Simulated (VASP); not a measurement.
SnSe2, 3 atoms in the cell. The structure is trigonal, space group P-3m1 (No. 164). The conventional cell has a = 3.811 Å, b = 3.811 Å, c = 6.136 Å, α = 90.00°, β = 90.00°, γ = 120.00°. Within 3.5 Å of Sn (site symmetry -3m) lie 6 Se at 2.68 Å. Within 3.5 Å of Se (site symmetry 3m) lie 3 Sn at 2.68 Å. 

| Property | Result |
| --- | --- |
| Program | VASP 6.6.1 |
| Task | single point |
| Functional | PBE |
| Potentials or basis | VASP PAW PBE potentials, release 64 (Sn_d, Se) |
| Cutoff | 280 eV |
| k mesh | 11 × 11 × 6 |
| Occupations | tetrahedron, width 0.03 eV |
| Spin | no spin polarisation |
| Tolerance level | standard |
| Purpose | density of states |
| K density | 7 × 7 × 4 |
| Further INCAR settings | ALGO = Normal; EDIFF = 1e-06; NBANDS = 31 |

Potentials or basis: VASP PAW PBE potentials, release 64 (Sn_d, Se).

The run is started by

```sh
$ cat potpaw_PBE.64/Sn_d/POTCAR potpaw_PBE.64/Se/POTCAR > POTCAR
$ cp INCAR.step1 INCAR
$ cp KPOINTS.step1 KPOINTS
$ mpirun -np 2 vasp_std > vasp.out
$ cp INCAR.step2 INCAR
$ cp KPOINTS.step2 KPOINTS
$ mpirun -np 2 vasp_std > vasp.out
```

Hardware: 2 MPI ranks on AMD EPYC 9R45 96-Core Processor (Zen 5), on a shared host.

Question: How long does it take, and how much memory?

Answer: Wall time 26 s on 2 MPI ranks on AMD EPYC 9R45 96-Core Processor (Zen 5) (shared host), peak memory 0.17 GiB a rank. Counts: k points 84.
